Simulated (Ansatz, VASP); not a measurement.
**K in VASP and in Ansatz**

```
K
1.0
     4.63355    0.00000    0.00000
    -2.31678    4.01277    0.00000
     0.00000    0.00000   16.27691
K
4
Direct
  0.33333 0.66667 0.11837
  0.66667 0.33333 0.61837
  0.33333 0.66667 0.38163
  0.66667 0.33333 0.88163
```

Alike in both runs: functional PBE; k mesh 12 × 12 × 4; occupations gaussian, width 0.1 eV; no spin polarisation.

Ansatz relaxed the structure, and its values are those at the end. VASP's run is a single point on that final structure, the one shown.

```csv
,VASP,Ansatz
version,VASP 6.6.1,Ansatz 0.2.0
potentials or method,"VASP PAW PBE potentials, release 64 (K_sv), cutoff 520 eV","scalar-relativistic, plane waves, PAW"
valence electrons in the cell,36,36
```

|  | VASP | Ansatz | Ansatz less VASP |
| --- | --- | --- | --- |
| gap on the k mesh at the Fermi level (eV) | none | none | - |
| pressure (GPa) | 0.0 | 0.0 | +0.01 |

A gap of «none» marks a metal or a gap that the smearing closes.
